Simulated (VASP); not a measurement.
Wanted: the native input for a VASP 6.6.1 run.

```yaml
Task: single point
Functional: LDA
Potentials_or_basis: VASP PAW LDA potentials, release 64 (Ti_sv, Al)
Cutoff: 500 eV
k_mesh: 8 × 8 × 8
Occupations: tetrahedron
Spin: no spin polarisation
Dipole_correction: no
Further_INCAR_settings: ALGO = Normal; EDIFF = 1e-06; NBANDS = 14
```

The structure of TiAl lies in POSCAR:

```
TiAl
1.0
    3.4245428817      0.0000000000      0.0000000000
    0.0000000000      3.4245428817      0.0000000000
    0.0000000000      0.0000000000      3.4245428817
Ti Al
1 1
Direct
    0.0000000000      0.0000000000      0.0000000000
    0.5000000000      0.5000000000      0.5000000000
```

One way to write it, as run:

INCAR

```
PREC = Accurate
ENCUT = 500
EDIFF = 1E-6
ISMEAR = -5
SIGMA = 0.1
LREAL = False
LASPH = True
NELM = 120
ALGO = Normal
ISIF = 2
LWAVE = False
LCHARG = False
GGA = CA
NBANDS = 14
GGA_COMPAT = False
```

KPOINTS

```
regular mesh
0
Gamma
  8 8 8
```

Potentials or basis: VASP PAW LDA potentials, release 64 (Ti_sv, Al).

Command:

```console
$ cat potpaw_LDA.64/Ti_sv/POTCAR potpaw_LDA.64/Al/POTCAR > POTCAR
$ mpirun -np 1 vasp_std > vasp.out
```

Results of the run:

```json
{
 "Pressure": "-19.7 GPa",
 "Band gap on the k mesh": "zero (an odd number of electrons rules out a gap without spin polarisation)"
}
```

Caveat: the cell stands under tension; tetrahedron occupations give inexact forces and stress in metals.

Wall time 14 s on 1 thread of Intel(R) Xeon(R) 6975P-C (Granite Rapids), with other jobs on the host, peak memory 0.14 GiB.
